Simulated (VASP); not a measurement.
# HfO2 (I4/mmm) in VASP: settings compared

Aim: see how the results for HfO2 move with the level of theory and the settings. Levels: PBE, r2SCAN. Tasks: single point.

Program: VASP 6.6.1. These are calculated values, not measurements. Logs are shortened: lines on timing, memory, paths and dates and some standing lists are left out, and cuts for length are marked.

**1. The cell of the first run**

It takes space group I4/mmm (No. 139, tetragonal). Conventional cell: a = 3.577 Å, b = 3.577 Å, c = 4.789 Å, α = 90.00°, β = 90.00°, γ = 90.00°. Within 2.8 Å of Hf (site symmetry 4/mmm) lie 8 O at 2.15 Å. O (site symmetry -4m2) has 4 Hf at 2.15 Å and 6 O at 2.39 to 2.53 Å within 2.8 Å.

**2. Single point, PBE (uniaxial z strain -5.3%)**

Input file INCAR:

```
PREC = Accurate ; ENCUT = 520
EDIFF = 1E-6 ; ISMEAR = -1
SIGMA = 0.02 ; LREAL = False
LASPH = True ; NELM = 100
ALGO = Normal ; ISIF = 2
LWAVE = False ; LCHARG = False
GGA = PE ; NBANDS = 18
```

Input file KPOINTS:

```
regular mesh
0
Gamma
  8 8 8
```

Input file POSCAR:

```
HfO2
1.0
    0.0000000000      2.5291823194      2.3943769017
    2.5291823194      0.0000000000      2.3943769017
    2.5291823194      2.5291823194      0.0000000000
Hf O
1 2
Direct
    0.0000000000      0.0000000000      0.0000000000
    0.2500000000      0.2500000000      0.2500000000
    0.7500000000      0.7500000000      0.7500000000
```

Potentials or basis: VASP PAW PBE potentials, release 64 (Hf_pv, O).

On the command line:

```
$ cat potpaw_PBE.64/Hf_pv/POTCAR potpaw_PBE.64/O/POTCAR > POTCAR
$ mpirun -np 1 vasp_std > vasp.out
```

OUTCAR:

```text
PREC = Accurate
   ENCUT = 520
   EDIFF = 1E-6
   ISMEAR = -1
   LREAL = False
   LASPH = True
   NELM = 100
   ISIF = 2
   GGA = PE

 ion  position               nearest neighbor table
   1  0.000  0.000  0.000-   3 2.15   3 2.15   3 2.15   2 2.15   3 2.15   2 2.15   2 2.15   2 2.15

   2  0.250  0.250  0.250-   1 2.15   1 2.15   1 2.15   1 2.15
   3  0.750  0.750  0.750-   1 2.15   1 2.15   1 2.15   1 2.15

  LATTYP: Found a body centered tetragonal cell.
 ALAT       =     3.5768039378
 C/A-ratio  =     1.3388359795

  Lattice vectors:

 A1 = (   0.0000000000,  -2.5291823194,  -2.3943769017)
 A2 = (   0.0000000000,   2.5291823194,  -2.3943769017)
 A3 = (   2.5291823194,   0.0000000000,   2.3943769017)

Analysis of symmetry for initial positions (statically):
=====================================================================
 Subroutine PRICEL returns:
 Original cell was already a primitive cell.

 Routine SETGRP: Setting up the symmetry group for a
 body centered tetragonal supercell.

 Subroutine GETGRP returns: Found 16 space group operations
 (whereof 16 operations were pure point group operations)
 out of a pool of 16 trial point group operations.

The static configuration has the point symmetry D_4h.

Analysis of symmetry for dynamics (positions and initial velocities):
=====================================================================
 Subroutine PRICEL returns:
 Original cell was already a primitive cell.

 Routine SETGRP: Setting up the symmetry group for a
 body centered tetragonal supercell.

 Subroutine GETGRP returns: Found 16 space group operations
 (whereof 16 operations were pure point group operations)
 out of a pool of 16 trial point group operations.

The dynamic configuration has the point symmetry D_4h.

 Subroutine INISYM returns: Found 16 space group operations
 (whereof 16 operations are pure point group operations),
 and found     1 'primitive' translations

----------------------------------------------------------------------------------------

                                     Primitive cell

  volume of cell :      30.6325

  direct lattice vectors                    reciprocal lattice vectors
     0.000000000  2.529182319  2.394376902    -0.197692351  0.197692351  0.208822596
     2.529182319  0.000000000  2.394376902     0.197692351 -0.197692351  0.208822596
     2.529182319  2.529182319  0.000000000     0.197692351  0.197692351 -0.208822596

  length of vectors
     3.482786808  3.482786808  3.576803938     0.348957602  0.348957602  0.348957602

  position of ions in fractional coordinates (direct lattice)
     0.000000000  0.000000000  0.000000000
     0.250000000  0.250000000  0.250000000
     0.750000000  0.750000000  0.750000000

  ion indices of the primitive-cell ions
   primitive index   ion index
                 1           1
                 2           2
                 3           3

----------------------------------------------------------------------------------------

 KPOINTS: regular mesh

Automatic generation of k-mesh.
 Grid dimensions read from file:
 generate k-points for:    8    8    8

 Generating k-lattice:

  Cartesian coordinates                     Fractional coordinates (reciprocal lattice)
    -0.024711544  0.024711544  0.026102824     0.125000000 -0.000000000  0.000000000
     0.024711544 -0.024711544  0.026102824    -0.000000000  0.125000000  0.000000000
     0.024711544  0.024711544 -0.026102824     0.000000000  0.000000000  0.125000000

  Length of vectors
     0.043619700  0.043619700  0.043619700

  Shift w.r.t. Gamma in fractional coordinates (k-lattice)
     0.000000000  0.000000000  0.000000000

 Subroutine IBZKPT returns following result:
 ===========================================

 Found     59 irreducible k-points:

 Following reciprocal coordinates:
            Coordinates               Weight
  0.000000  0.000000  0.000000      1.000000
  0.125000  0.000000  0.000000      8.000000
  0.250000  0.000000  0.000000      8.000000
  0.375000  0.000000  0.000000      8.000000
  0.500000  0.000000  0.000000      4.000000
  0.125000  0.125000  0.000000      2.000000
[... 16 lines left out ...]
  0.250000  0.000000  0.125000     16.000000
  0.375000  0.000000  0.125000     16.000000
 [... further k-points ...]
   k-points           NKPTS =     59   k-points in BZ     NKDIM =     59   number of bands    NBANDS=     18
   number of dos      NEDOS =    301   number of ions     NIONS =      3
   total plane-waves  NPLWV =  21952
   dimension x,y,z NGX =    28 NGY =   28 NGZ =   28
   dimension x,y,z NGXF=    56 NGYF=   56 NGZF=   56
   ions per type =               1   2
   NGX,Y,Z   is equivalent  to a cutoff of  13.37, 13.37, 13.01 a.u.
   NGXF,Y,Z  is equivalent  to a cutoff of  26.73, 26.73, 26.03 a.u.
 SYSTEM =  unknown system
   PREC   = accura    normal or accurate (medium, high low for compatibility)
   ISTART =      0    job   : 0-new  1-cont  2-samecut
   ICHARG =      2    charge: 1-file 2-atom 10-const
   ISPIN  =      1    spin polarized calculation?
   LNONCOLLINEAR =      F non collinear calculations
   LSORBIT =      F    spin-orbit coupling
   LASPH  =      T    aspherical Exc in radial PAW
   ENCUT  =  520.0 eV  38.22 Ry    6.18 a.u.   6.48  6.48  6.65*2*pi/ulx,y,z
   NELM   =    100;   NELMIN=  2; NELMDL= -5     # of ELM steps
   EDIFF  = 0.1E-05   stopping-criterion for ELM
   LREAL  =      F    real-space projection
[... 7 lines left out ...]
   TEBEG  =    0.0;   TEEND  =   0.0 temperature during run
   PSTRESS=    0.0 pullay stress
   NELECT =      22.0000    total number of electrons
   NUPDOWN=      -1.0000    fix difference up-down
   EMIN   =  10.00;   EMAX   =-10.00  energy-range for DOS
   EFERMI =   0.00;   METHOD = LEGACY
   ISMEAR =    -1;   SIGMA  =   0.02  broadening in eV -4-tet -1-fermi 0-gaus
   EFERMI_NEDOS =   21; number of points for ismear=-14 and -15
   IALGO  =     38    algorithm
   IMIX   =      4    mixing-type and parameters
     AMIX     =   0.40;   BMIX     =  1.00
     AMIX_MAG =   1.60;   BMIX_MAG =  1.00
  volume/ion in A,a.u.               =      10.21        68.91
  Fermi-wavevector in a.u.,A,eV,Ry     =   1.466070  2.770471 29.243847  2.149362
  Thomas-Fermi vector in A             =   2.581852
   LORBIT       =      0    0 simple, 1 ext, 2 COOP (PROOUT), +10 PAW based schemes
   GGA     = PE    functional components
[... 5 lines left out ...]
 non-spin polarized calculation
  energy-cutoff  :      520.00
  volume of cell :       30.63
 maximum number of plane-waves:       848
 NGX is ok and might be reduce to    28
   NGX = 13   NGY = 13   NGZ = 13

 number of electron      22.0000002 magnetization

 Free energy of the ion-electron system (eV)
  ---------------------------------------------------
  ext. energy  EPLUGINS =         0.00000000
  ---------------------------------------------------
  free energy    TOTEN  =       -30.04112046 eV

  energy without entropy =      -30.04112046  energy(sigma->0) =      -30.04112046

 E-fermi :   5.7259     XC(G=0): -12.1741

 val. band max:        5.2909846267   @ k =   0.5000   0.5000   0.0000
 cond. band min:       8.5250442784   @ k =   0.0000   0.0000   0.0000
 fundamental gap:      3.2340596517
 Fermi energy:         5.7258834235

 k-point     1 :       0.0000    0.0000    0.0000
  band No.  band energies     occupation
      1     -24.6126      2.00000
      2     -24.5775      2.00000
      3     -24.5775      2.00000
      4     -14.3000      2.00000
      5     -10.9152      2.00000
      6      -0.9469      2.00000
[... 10 lines left out ...]
     17      16.0078      0.00000
     18      18.6964      0.00000

 k-point     2 :       0.1250    0.0000    0.0000
  band No.  band energies     occupation
      1     -24.6849      2.00000
      2     -24.6042      2.00000
      3     -24.5891      2.00000
      4     -14.0563      2.00000
      5     -11.1148      2.00000
      6      -0.7458      2.00000
[... 10 lines left out ...]
     17      15.7034      0.00000
     18      18.6577      0.00000

 k-point     3 :       0.2500    0.0000    0.0000
  band No.  band energies     occupation
      1     -24.8914      2.00000
      2     -24.6251      2.00000
      3     -24.6168      2.00000
      4     -13.4930      2.00000
      5     -11.4971      2.00000
      6      -0.3473      2.00000
[... 10 lines left out ...]
     17      15.1851      0.00000
     18      18.1420      0.00000

 k-point     4 :       0.3750    0.0000    0.0000
  band No.  band energies     occupation
      1     -25.0862      2.00000
      2     -24.6443      2.00000
      3     -24.6437      2.00000
      4     -13.0542      2.00000
      5     -11.6589      2.00000
      6      -0.0378      2.00000
[... 10 lines left out ...]
     17      14.9765      0.00000
     18      17.8417      0.00000

 k-point     5 :       0.5000    0.0000    0.0000
  band No.  band energies     occupation
      1     -25.1634      2.00000
      2     -24.6557      2.00000
      3     -24.6513      2.00000
      4     -12.9629      2.00000
      5     -11.6079      2.00000
      6       0.0646      2.00000
[... 10 lines left out ...]
     17      14.9352      0.00000
     18      18.2716      0.00000

 k-point     6 :       0.1250    0.1250    0.0000
  band No.  band energies     occupation
      1     -24.7102      2.00000
      2     -24.6046      2.00000
      3     -24.6046      2.00000
      4     -13.9521      2.00000
      5     -11.2339      2.00000
      6      -0.6806      2.00000
[... 307 lines left out ...]
 k-point    21 :       0.5000    0.5000    0.0000
  band No.  band energies     occupation
      1     -25.2002      2.00000
      2     -24.7608      2.00000
      3     -24.7608      2.00000
      4     -12.6345      2.00000
      5     -11.5905      2.00000
      6      -2.0482      2.00000
[... 10 lines left out ...]
     17      18.6517      0.00000
     18      18.8416      0.00000

 k-point    22 :       0.1250    0.0000    0.1250
  band No.  band energies     occupation
      1     -24.6779      2.00000
      2     -24.6381      2.00000
      3     -24.5963      2.00000
      4     -13.9786      2.00000
      5     -11.1573      2.00000
      6      -0.7773      2.00000
[... 10 lines left out ...]
     17      15.5837      0.00000
     18      18.6276      0.00000

 k-point    23 :       0.2500    0.0000    0.1250
  band No.  band energies     occupation
      1     -24.8369      2.00000
      2     -24.6570      2.00000
      3     -24.6232      2.00000
      4     -13.5088      2.00000
      5     -11.4701      2.00000
      6      -0.4581      2.00000
[... 10 lines left out ...]
     17      15.2098      0.00000
     18      18.5535      0.00000

 k-point    24 :       0.3750    0.0000    0.1250
  band No.  band energies     occupation
      1     -25.0212      2.00000
      2     -24.6845      2.00000
      3     -24.6562      2.00000
      4     -12.9920      2.00000
      5     -11.7159      2.00000
      6      -0.1101      2.00000
[... 10 lines left out ...]
     17      15.5200      0.00000
     18      18.1732      0.00000

 [... further k-points ...]

------------------------ aborting loop because EDIFF is reached ----------------------------------------

  FORCE on cell =-STRESS in cart. coord.  units (eV):
  Direction    XX          YY          ZZ          XY          YZ          ZX
  --------------------------------------------------------------------------------------
  -------------------------------------------------------------------------------------
  Total        1.7407844      1.7407844      7.0511802      0.0000000     -0.0000000     -0.0000000
  in kB       91.0484988     91.0484988    368.7988955      0.0000000     -0.0000000     -0.0000000
  external PRESSURE =     183.6319644 kB  Pullay stress =       0.0000000 kB

 VOLUME and BASIS-vectors are now :
 -----------------------------------------------------------------------------
  energy-cutoff  :      520.00
  volume of cell :       30.63
      direct lattice vectors                 reciprocal lattice vectors
     0.000000000  2.529182319  2.394376902    -0.197692351  0.197692351  0.208822596
     2.529182319  0.000000000  2.394376902     0.197692351 -0.197692351  0.208822596
     2.529182319  2.529182319  0.000000000     0.197692351  0.197692351 -0.208822596

 POSITION                                       TOTAL-FORCE (eV/Angst)
 -----------------------------------------------------------------------------------
      0.00000      0.00000      0.00000         0.000000      0.000000      0.000000
      1.26459      1.26459      1.19719         0.000000      0.000000     -0.000000
      3.79377      3.79377      3.59157        -0.000000     -0.000000      0.000000
 -----------------------------------------------------------------------------------
    total drift:                                0.000000      0.000000      0.000000

  FREE ENERGIE OF THE ION-ELECTRON SYSTEM (eV)
  ---------------------------------------------------
  free  energy   TOTEN  =       -30.0411204638 eV

  energy  without entropy=      -30.0411204638  energy(sigma->0) =      -30.04112046
```

It took 14 s on 1 thread of Intel Xeon 6975P-C (Granite Rapids), shared host; peak memory 0.17 GiB.

What came out:

```
Free energy            : -30.0411 eV
Pressure               : 18.4 GPa
Band gap on the k mesh : 3.23 eV, indirect (least direct gap 3.47 eV)
```

Stress tensor (GPa, compression positive):
```
 9.10  0.00  0.00
 0.00  9.10  0.00
 0.00  0.00 36.88
```

Caveat: the cell differs from its parent crystal (uniaxial z strain -5.3%); spin-orbit coupling is left out, which moves the levels of the heavy elements.

**3. Single point, r2SCAN (uniaxial z strain -5.3%)**

POSCAR is that of step 2.

Input file INCAR.step1:

```
ALGO = Normal ; EDIFF = 1E-4
ENCUT = 520 ; GGA = PE
ISMEAR = 0 ; LASPH = True
LCHARG = False ; LREAL = False
LWAVE = True ; NBANDS = 18
NELM = 60 ; PREC = Accurate
SIGMA = 0.01
```

Input file INCAR.step2:

```
ALGO = Normal ; EDIFF = 1E-6
ENCUT = 520 ; ISIF = 2
ISMEAR = 0 ; ISTART = 1
LASPH = True ; LCHARG = True
LELF = True ; LMIXTAU = True
LREAL = False ; LVHAR = True
LWAVE = False ; METAGGA = R2SCAN
NBANDS = 18 ; NELM = 60
PREC = Accurate ; SIGMA = 0.01
```

Input file KPOINTS:

```
k-points
0
Gamma
  8 8 8
```

Potentials or basis: VASP PAW PBE potentials, release 64 (Hf_pv, O).

On the command line:

```
$ cat potpaw_PBE.64/Hf_pv/POTCAR potpaw_PBE.64/O/POTCAR > POTCAR
$ cp INCAR.step1 INCAR
$ mpirun -np 1 vasp_std > vasp.out
$ cp INCAR.step2 INCAR
$ mpirun -np 1 vasp_std > vasp.out
```

OUTCAR:

```text
EDIFF = 1E-6
   ENCUT = 520
   ISIF = 2
   ISMEAR = 0
   ISTART = 1
   LASPH = True
   LREAL = False
   METAGGA = R2SCAN
   NELM = 60
   PREC = Accurate

 ion  position               nearest neighbor table
   1  0.000  0.000  0.000-   3 2.15   3 2.15   3 2.15   2 2.15   3 2.15   2 2.15   2 2.15   2 2.15

   2  0.250  0.250  0.250-   1 2.15   1 2.15   1 2.15   1 2.15
   3  0.750  0.750  0.750-   1 2.15   1 2.15   1 2.15   1 2.15

  LATTYP: Found a body centered tetragonal cell.
 ALAT       =     3.5768039378
 C/A-ratio  =     1.3388359795

  Lattice vectors:

 A1 = (   0.0000000000,  -2.5291823194,  -2.3943769017)
 A2 = (   0.0000000000,   2.5291823194,  -2.3943769017)
 A3 = (   2.5291823194,   0.0000000000,   2.3943769017)

Analysis of symmetry for initial positions (statically):
=====================================================================
 Subroutine PRICEL returns:
 Original cell was already a primitive cell.

 Routine SETGRP: Setting up the symmetry group for a
 body centered tetragonal supercell.

[... 166 lines left out ...]

  energy without entropy =      -68.40180445  energy(sigma->0) =      -68.40180445

 E-fermi :   4.9843     XC(G=0): -12.9426

 val. band max:        4.9282368347   @ k =   0.5000   0.5000   0.0000
 cond. band min:       8.6924593837   @ k =   0.0000   0.0000   0.0000
 fundamental gap:      3.7642225491
 Fermi energy:         4.9842604313

 k-point     1 :       0.0000    0.0000    0.0000
  band No.  band energies     occupation
      1     -25.9426      2.00000
      2     -25.9027      2.00000
      3     -25.9027      2.00000
      4     -15.6707      2.00000
      5     -12.3196      2.00000
      6      -1.4283      2.00000
[... 481 lines left out ...]
      5     -13.1106      2.00000
      6      -0.5679      2.00000
[... 10 lines left out ...]
     17      15.7999      0.00000
     18      17.5174      0.00000

 [... further k-points ...]

------------------------ aborting loop because EDIFF is reached ----------------------------------------

  FORCE on cell =-STRESS in cart. coord.  units (eV):
  Direction    XX          YY          ZZ          XY          YZ          ZX
  --------------------------------------------------------------------------------------
  -------------------------------------------------------------------------------------
  Total        0.4788078      0.4788078      6.1049461      0.0000000     -0.0000000     -0.0000000
  in kB       25.0431515     25.0431515    319.3078783      0.0000000     -0.0000000     -0.0000000
  external PRESSURE =     123.1313938 kB  Pullay stress =       0.0000000 kB

 VOLUME and BASIS-vectors are now :
 -----------------------------------------------------------------------------
  energy-cutoff  :      520.00
  volume of cell :       30.63
      direct lattice vectors                 reciprocal lattice vectors
     0.000000000  2.529182319  2.394376902    -0.197692351  0.197692351  0.208822596
     2.529182319  0.000000000  2.394376902     0.197692351 -0.197692351  0.208822596
     2.529182319  2.529182319  0.000000000     0.197692351  0.197692351 -0.208822596

 POSITION                                       TOTAL-FORCE (eV/Angst)
 -----------------------------------------------------------------------------------
      0.00000      0.00000      0.00000        -0.000000     -0.000000      0.000000
      1.26459      1.26459      1.19719         0.000000      0.000000      0.000000
      3.79377      3.79377      3.59157        -0.000000     -0.000000      0.000000
 -----------------------------------------------------------------------------------
    total drift:                                0.000000      0.000000      0.000000

  FREE ENERGIE OF THE ION-ELECTRON SYSTEM (eV)
  ---------------------------------------------------
  free  energy   TOTEN  =       -68.4018044524 eV

  energy  without entropy=      -68.4018044524  energy(sigma->0) =      -68.40180445
```

OUTCAR.step1:

```text
EDIFF = 1E-4
   ENCUT = 520
   GGA = PE
   ISMEAR = 0
[... 732 lines left out ...]
      0.00000      0.00000      0.00000        -0.000000      0.000000      0.000000
      1.26459      1.26459      1.19719        -0.000000      0.000000      0.000000
      3.79377      3.79377      3.59157         0.000000     -0.000000     -0.000000
 -----------------------------------------------------------------------------------
    total drift:                                0.000000      0.000000      0.000000

  FREE ENERGIE OF THE ION-ELECTRON SYSTEM (eV)
  ---------------------------------------------------
  free  energy   TOTEN  =       -30.0411130563 eV

  energy  without entropy=      -30.0411130563  energy(sigma->0) =      -30.04111306
```

Wall time 66 s (1 thread of Intel Xeon 6975P-C (Granite Rapids), shared host); peak memory 0.18 GiB.

What came out:

* Free energy: -68.4018 eV
* Pressure: 12.3 GPa
* Band gap on the k mesh: 3.76 eV, indirect (least direct gap 3.96 eV)

Caveat: the cell differs from its parent crystal (uniaxial z strain -5.3%); the PAW data sets were made with another functional, which shifts forces and pressure a little; spin-orbit coupling is left out, which moves the levels of the heavy elements.
